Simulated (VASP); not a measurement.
# Al2Cu (P4mm) in VASP: single point with PBE

Aim: the single point of Al2Cu with PBE.

All numbers are computed with VASP 6.6.1; they aren't measurements. Logs are shortened: lines on timing, memory, paths and dates and some standing lists are left out, and cuts for length are marked.

## (1) The cell of the first run

It takes space group P4mm (No. 99, tetragonal). Conventional cell: a = 5.783 Å, b = 5.783 Å, c = 5.782 Å, α = 90.00°, β = 90.00°, γ = 90.00°. Within 3.3 Å of Al (site symmetry m) lie 4 Cu at 2.50 to 2.73 Å and 6 Al at 2.89 Å. Within 3.1 Å of Al (site symmetry m) lie 4 Cu at 2.31 to 2.50 Å and 6 Al at 2.89 Å. Cu (site symmetry 4mm) has 8 Al at 2.31 to 2.73 Å within 3.1 Å. Within 3.3 Å of Cu (site symmetry 2mm) lie 8 Al at 2.50 Å. Within 3.3 Å of Cu (site symmetry 4mm) lie 8 Al at 2.50 Å.

## (2) Single point, PBE (atom 9 (Cu) moved -0.360 Å along Cartesian [0 0 1])

Input file INCAR:

```
ALGO = Fast
EDIFF = 1E-6
ENCUT = 520
GGA = PE
ISIF = 2
ISMEAR = 0
LASPH = T
LCHARG = F
LREAL = F
LWAVE = F
NBANDS = 46
NELM = 60
PREC = Accurate
SIGMA = 0.15
```

Input file KPOINTS:

```
k-points
0
Gamma
  8 8 8
```

Input file POSCAR:

```
Al2Cu
1.0
    0.0000000000      0.0000000000     -5.7824626463
    4.0892560465     -4.0892560465      0.0000000000
   -4.0892560465     -4.0892560465      0.0000000000
Al Cu
8 4
Direct
    0.2500000000      0.7500000000      0.2500000000
    0.7500000000      0.2500000000      0.2500000000
    0.2500000000      0.2500000000      0.7500000000
    0.7500000000      0.7500000000      0.7500000000
    0.2500000000      0.2500000000      0.2500000000
    0.7500000000      0.7500000000      0.2500000000
    0.2500000000      0.7500000000      0.7500000000
    0.7500000000      0.2500000000      0.7500000000
    0.5622572115      0.0000000000      0.0000000000
    0.0000000000      0.5000000000      0.0000000000
    0.5000000000      0.5000000000      0.5000000000
    0.0000000000      0.0000000000      0.5000000000
```

Potentials or basis: VASP PAW PBE potentials, release 64 (Al, Cu).

The run is started by

```console
$ cat potpaw_PBE.64/Al/POTCAR potpaw_PBE.64/Cu/POTCAR > POTCAR
$ mpirun -np 1 vasp_std > vasp.out
```

OUTCAR:

```text
EDIFF = 1E-6
   ENCUT = 520
   GGA = PE
   ISIF = 2
   ISMEAR = 0
   LASPH = T
   LREAL = F
   NELM = 60
   PREC = Accurate

 ion  position               nearest neighbor table
   1  0.250  0.750  0.250-  10 2.50  11 2.50  12 2.50   9 2.73   6 2.89   6 2.89   7 2.89   7 2.89
                             5 2.89   5 2.89
   2  0.750  0.250  0.250-   9 2.31  10 2.50  11 2.50  12 2.50   5 2.89   5 2.89   8 2.89   8 2.89
                             6 2.89   6 2.89
   3  0.250  0.250  0.750-  10 2.50  11 2.50  12 2.50   9 2.73   8 2.89   8 2.89   5 2.89   5 2.89
                             7 2.89   7 2.89
   4  0.750  0.750  0.750-   9 2.31  10 2.50  11 2.50  12 2.50   7 2.89   7 2.89   8 2.89   6 2.89
                             8 2.89   6 2.89
   5  0.250  0.250  0.250-  10 2.50  11 2.50  12 2.50   9 2.73   2 2.89   2 2.89   3 2.89   3 2.89
                             1 2.89   1 2.89
   6  0.750  0.750  0.250-   9 2.31  10 2.50  11 2.50  12 2.50   1 2.89   1 2.89   4 2.89   4 2.89
                             2 2.89   2 2.89
   7  0.250  0.750  0.750-  10 2.50  11 2.50  12 2.50   9 2.73   4 2.89   4 2.89   1 2.89   1 2.89
                             3 2.89   3 2.89
   8  0.750  0.250  0.750-   9 2.31  10 2.50  11 2.50  12 2.50   3 2.89   3 2.89   4 2.89   2 2.89
                             4 2.89   2 2.89
   9  0.562  0.000  0.000-   2 2.31   4 2.31   6 2.31   8 2.31   5 2.73   3 2.73   7 2.73   1 2.73

  10  0.000  0.500  0.000-   1 2.50   2 2.50   3 2.50   4 2.50   5 2.50   6 2.50   7 2.50   8 2.50

  11  0.500  0.500  0.500-   1 2.50   2 2.50   3 2.50   4 2.50   5 2.50   6 2.50   7 2.50   8 2.50

  12  0.000  0.000  0.500-   1 2.50   2 2.50   3 2.50   4 2.50   5 2.50   6 2.50   7 2.50   8 2.50

  LATTYP: Found a simple tetragonal cell.
 ALAT       =     5.7830813610
 C/A-ratio  =     0.9998930130

  Lattice vectors:

 A1 = (   4.0892560465,  -4.0892560465,   0.0000000000)
 A2 = (  -4.0892560465,  -4.0892560465,   0.0000000000)
 A3 = (   0.0000000000,   0.0000000000,  -5.7824626463)

Analysis of symmetry for initial positions (statically):
=====================================================================
 Subroutine PRICEL returns:
 Original cell was already a primitive cell.

 Routine SETGRP: Setting up the symmetry group for a
 simple tetragonal supercell.

 Subroutine GETGRP returns: Found  8 space group operations
 (whereof  8 operations were pure point group operations)
 out of a pool of 16 trial point group operations.

The static configuration has the point symmetry C_4v.

Analysis of symmetry for dynamics (positions and initial velocities):
=====================================================================
 Subroutine PRICEL returns:
 Original cell was already a primitive cell.

 Routine SETGRP: Setting up the symmetry group for a
 simple tetragonal supercell.

 Subroutine GETGRP returns: Found  8 space group operations
 (whereof  8 operations were pure point group operations)
 out of a pool of 16 trial point group operations.

The dynamic configuration has the point symmetry C_4v.

 Subroutine INISYM returns: Found  8 space group operations
 (whereof  8 operations are pure point group operations),
 and found     1 'primitive' translations

----------------------------------------------------------------------------------------

                                     Primitive cell

  volume of cell :     193.3889

  direct lattice vectors                    reciprocal lattice vectors
     0.000000000  0.000000000 -5.782462646     0.000000000  0.000000000 -0.172936699
     4.089256047 -4.089256047  0.000000000     0.122271629 -0.122271629  0.000000000
    -4.089256047 -4.089256047  0.000000000    -0.122271629 -0.122271629  0.000000000

  length of vectors
     5.782462646  5.783081361  5.783081361     0.172936699  0.172918197  0.172918197

  position of ions in fractional coordinates (direct lattice)
     0.250000000  0.750000000  0.250000000
     0.750000000  0.250000000  0.250000000
     0.250000000  0.250000000  0.750000000
     0.750000000  0.750000000  0.750000000
     0.250000000  0.250000000  0.250000000
     0.750000000  0.750000000  0.250000000
     0.250000000  0.750000000  0.750000000
     0.750000000  0.250000000  0.750000000
     0.562257211  0.000000000  0.000000000
     0.000000000  0.500000000  0.000000000
     0.500000000  0.500000000  0.500000000
     0.000000000  0.000000000  0.500000000

  ion indices of the primitive-cell ions
   primitive index   ion index
                 1           1
                 2           2
                 3           3
                 4           4
                 5           5
                 6           6
                 7           7
                 8           8
                 9           9
                10          10
                11          11
                12          12

----------------------------------------------------------------------------------------

 KPOINTS: k-points

Automatic generation of k-mesh.
 Grid dimensions read from file:
 generate k-points for:    8    8    8

 Generating k-lattice:

  Cartesian coordinates                     Fractional coordinates (reciprocal lattice)
     0.000000000  0.000000000 -0.021617087     0.125000000  0.000000000  0.000000000
     0.015283954 -0.015283954  0.000000000     0.000000000  0.125000000  0.000000000
    -0.015283954 -0.015283954  0.000000000     0.000000000  0.000000000  0.125000000

  Length of vectors
     0.021617087  0.021614775  0.021614775

  Shift w.r.t. Gamma in fractional coordinates (k-lattice)
     0.000000000  0.000000000  0.000000000

 Subroutine IBZKPT returns following result:
 ===========================================

 Found     75 irreducible k-points:

 Following reciprocal coordinates:
            Coordinates               Weight
  0.000000  0.000000  0.000000      1.000000
  0.125000  0.000000  0.000000      2.000000
  0.250000  0.000000  0.000000      2.000000
  0.375000  0.000000  0.000000      2.000000
  0.500000  0.000000  0.000000      1.000000
  0.000000  0.125000  0.000000      4.000000
[... 16 lines left out ...]
  0.250000  0.500000  0.000000      4.000000
  0.375000  0.500000  0.000000      4.000000
 [... further k-points ...]
   k-points           NKPTS =     75   k-points in BZ     NKDIM =     75   number of bands    NBANDS=     46
   number of dos      NEDOS =    301   number of ions     NIONS =     12
   total plane-waves  NPLWV = 110592
   dimension x,y,z NGX =    48 NGY =   48 NGZ =   48
   dimension x,y,z NGXF=    96 NGYF=   96 NGZF=   96
   ions per type =               8   4
   NGX,Y,Z   is equivalent  to a cutoff of  13.80, 13.80, 13.80 a.u.
   NGXF,Y,Z  is equivalent  to a cutoff of  27.60, 27.60, 27.60 a.u.
 SYSTEM =  unknown system
   PREC   = accura    normal or accurate (medium, high low for compatibility)
   ISTART =      0    job   : 0-new  1-cont  2-samecut
   ICHARG =      2    charge: 1-file 2-atom 10-const
   ISPIN  =      1    spin polarized calculation?
   LNONCOLLINEAR =      F non collinear calculations
   LSORBIT =      F    spin-orbit coupling
   LASPH  =      T    aspherical Exc in radial PAW
   ENCUT  =  520.0 eV  38.22 Ry    6.18 a.u.  10.75 10.75 10.75*2*pi/ulx,y,z
   NELM   =     60;   NELMIN=  2; NELMDL= -5     # of ELM steps
   EDIFF  = 0.1E-05   stopping-criterion for ELM
   LREAL  =      F    real-space projection
   EDIFFG = 0.1E-04   stopping-criterion for IOM
   NSW    =      0    number of steps for IOM
   IBRION =     -1    ionic relax: 0-MD 1-quasi-New 2-CG
   NFREE  =      0    steps in history (QN), initial steepest desc. (CG)
   ISIF   =      2    stress and relaxation
   ISYM   =      2    0-nonsym 1-usesym 2-fastsym
   POTIM  = 0.5000    time-step for ionic-motion
   TEBEG  =    0.0;   TEEND  =   0.0 temperature during run
   PSTRESS=    0.0 pullay stress
   NELECT =      68.0000    total number of electrons
   NUPDOWN=      -1.0000    fix difference up-down
   EMIN   =  10.00;   EMAX   =-10.00  energy-range for DOS
   EFERMI =   0.00;   METHOD = LEGACY
   ISMEAR =     0;   SIGMA  =   0.15  broadening in eV -4-tet -1-fermi 0-gaus
   EFERMI_NEDOS =   21; number of points for ismear=-14 and -15
   IALGO  =     68    algorithm
   IMIX   =      4    mixing-type and parameters
     AMIX     =   0.40;   BMIX     =  1.00
     AMIX_MAG =   1.60;   BMIX_MAG =  1.00
  volume/ion in A,a.u.               =      16.12       108.75
  Fermi-wavevector in a.u.,A,eV,Ry     =   1.155493  2.183565 18.166010  1.335164
  Thomas-Fermi vector in A             =   2.292121
   LORBIT       =      0    0 simple, 1 ext, 2 COOP (PROOUT), +10 PAW based schemes
   GGA     = PE    functional components
   LHFCALC =     F    Hartree Fock is set to
   AEXX    =    0.0000 exact exchange contribution
   IVDW    =     0    specifies the selected vdW correction
   LEPSILON=     F    determine dielectric tensor
   LRPA    =     F    only Hartree local field effects (RPA)
 non-spin polarized calculation
 RMM-DIIS sequential band-by-band and
 Gauss-broadening in eV      SIGMA  =   0.15
  energy-cutoff  :      520.00
  volume of cell :      193.39
 maximum number of plane-waves:      5248
 NGX is ok and might be reduce to    48
   NGX = 21   NGY = 21   NGZ = 21

 number of electron      67.9999968 magnetization

 Free energy of the ion-electron system (eV)
  ---------------------------------------------------
  ext. energy  EPLUGINS =         0.00000000
  ---------------------------------------------------
  free energy    TOTEN  =       -46.51343426 eV

  energy without entropy =      -46.48741936  energy(sigma->0) =      -46.50042681

 E-fermi :   6.9114     XC(G=0): -10.4030

 val. band max:        6.9069337859   @ k =   0.1250   0.5000   0.0000
 cond. band min:       6.9377143137   @ k =   0.5000   0.5000   0.3750
 fundamental gap:      0.0307805279
 Fermi energy:         6.9113561350

 k-point     1 :       0.0000    0.0000    0.0000
  band No.  band energies     occupation
      1      -3.2257      2.00000
      2       0.6963      2.00000
      3       0.7740      2.00000
      4       0.7740      2.00000
      5       1.1171      2.00000
      6       1.1469      2.00000
[... 38 lines left out ...]
     45       9.9926      0.00000
     46      11.0011      0.00000

 k-point     2 :       0.1250    0.0000    0.0000
  band No.  band energies     occupation
      1      -3.1570      2.00000
      2       0.0159      2.00000
      3       0.8165      2.00000
      4       0.8165      2.00000
      5       1.1730      2.00000
      6       1.2198      2.00000
[... 38 lines left out ...]
     45      10.9008      0.00000
     46      11.5140      0.00000

 k-point     3 :       0.2500    0.0000    0.0000
  band No.  band energies     occupation
      1      -2.9515      2.00000
      2      -0.7997      2.00000
      3       0.9377      2.00000
      4       0.9377      2.00000
      5       1.3366      2.00000
      6       1.3874      2.00000
[... 38 lines left out ...]
     45      12.0523      0.00000
     46      12.4797      0.00000

 k-point     4 :       0.3750    0.0000    0.0000
  band No.  band energies     occupation
      1      -2.6125      2.00000
      2      -1.5183      2.00000
      3       1.1166      2.00000
      4       1.1166      2.00000
      5       1.5501      2.00000
      6       1.5501      2.00000
[... 920 lines left out ...]
     45      12.2648      0.00000
     46      12.2814      0.00000

 k-point    23 :       0.2500    0.5000    0.0000
  band No.  band energies     occupation
      1      -1.8733      2.00000
      2      -1.8616      2.00000
      3       0.1371      2.00000
      4       0.1394      2.00000
      5       1.4284      2.00000
      6       1.4417      2.00000
[... 38 lines left out ...]
     45      11.6272      0.00000
     46      11.6677      0.00000

 k-point    24 :       0.3750    0.5000    0.0000
  band No.  band energies     occupation
      1      -1.5573      2.00000
      2      -1.5349      2.00000
      3      -0.5185      2.00000
      4      -0.5045      2.00000
      5       1.5524      2.00000
      6       1.5626      2.00000
[... 38 lines left out ...]
     45      11.8322      0.00000
     46      11.8995      0.00000

 [... further k-points ...]
[... 5 lines left out ...]
  --------------------------------------------------------------------------------------
  -------------------------------------------------------------------------------------
  Total        2.2092279      2.2092279      0.6535306      0.0000000      0.0000000     -0.0000000
  in kB       18.3028896     18.3028896      5.4143347      0.0000000      0.0000000     -0.0000000
  external PRESSURE =      14.0067046 kB  Pullay stress =       0.0000000 kB

 VOLUME and BASIS-vectors are now :
 -----------------------------------------------------------------------------
  energy-cutoff  :      520.00
  volume of cell :      193.39
      direct lattice vectors                 reciprocal lattice vectors
     0.000000000  0.000000000 -5.782462646     0.000000000  0.000000000 -0.172936699
     4.089256047 -4.089256047  0.000000000     0.122271629 -0.122271629  0.000000000
    -4.089256047 -4.089256047  0.000000000    -0.122271629 -0.122271629  0.000000000

 POSITION                                       TOTAL-FORCE (eV/Angst)
 -----------------------------------------------------------------------------------
      2.04463     -4.08926     -1.44562         0.201066      0.000000     -0.229514
      0.00000     -2.04463     -4.33685        -0.000000     -0.682121     -0.383228
     -2.04463     -4.08926     -1.44562        -0.201066      0.000000     -0.229514
      0.00000     -6.13388     -4.33685        -0.000000      0.682121     -0.383228
      0.00000     -2.04463     -1.44562        -0.000000      0.201066     -0.229514
      2.04463     -4.08926     -4.33685        -0.682121      0.000000     -0.383228
      0.00000     -6.13388     -1.44562        -0.000000     -0.201066     -0.229514
     -2.04463     -4.08926     -4.33685         0.682121      0.000000     -0.383228
      0.00000      0.00000     -3.25123        -0.000000      0.000000      2.835545
      2.04463     -2.04463      0.00000        -0.000000      0.000000     -0.207266
      0.00000     -4.08926     -2.89123        -0.000000      0.000000      0.029953
     -2.04463     -2.04463      0.00000        -0.000000      0.000000     -0.207266
 -----------------------------------------------------------------------------------
    total drift:                                0.000001      0.000001     -0.000285

  FREE ENERGIE OF THE ION-ELECTRON SYSTEM (eV)
  ---------------------------------------------------
  free  energy   TOTEN  =       -46.5134342649 eV

  energy  without entropy=      -46.4874193618  energy(sigma->0) =      -46.50042681
```

Run time: 17 min. Hardware: 1 thread of Intel Xeon Platinum 8488C (Sapphire Rapids), shared host; peak memory 0.65 GiB.

Results:

```
Free energy            : -46.5134 eV
Pressure               : 1.4 GPa
Largest force          : 2.836 eV/Å
Band gap on the k mesh : zero (bands 34 and 35 overlap by 1.51 eV)
```

Forces in eV/Å, atoms in the order of the input:
```
Al   0.201  0.000 -0.230
Al   0.000 -0.682 -0.383
Al  -0.201  0.000 -0.230
Al   0.000  0.682 -0.383
Al   0.000  0.201 -0.230
Al  -0.682  0.000 -0.383
Al   0.000 -0.201 -0.230
Al   0.682  0.000 -0.383
Cu   0.000  0.000  2.836
Cu   0.000  0.000 -0.207
Cu   0.000  0.000  0.030
Cu   0.000  0.000 -0.207
```

Stress tensor (GPa, compression positive):
```
1.83 0.00 0.00
0.00 1.83 0.00
0.00 0.00 0.54
```

Caveat: the cell differs from its parent crystal (atom 9 (Cu) moved -0.360 Å along Cartesian [0 0 1]); forces of over 1 eV/Å act on the atoms, so gaps and moduli don't describe the material at rest.

The gap in the log of VASP goes by the Fermi energy; the results here count the filled bands.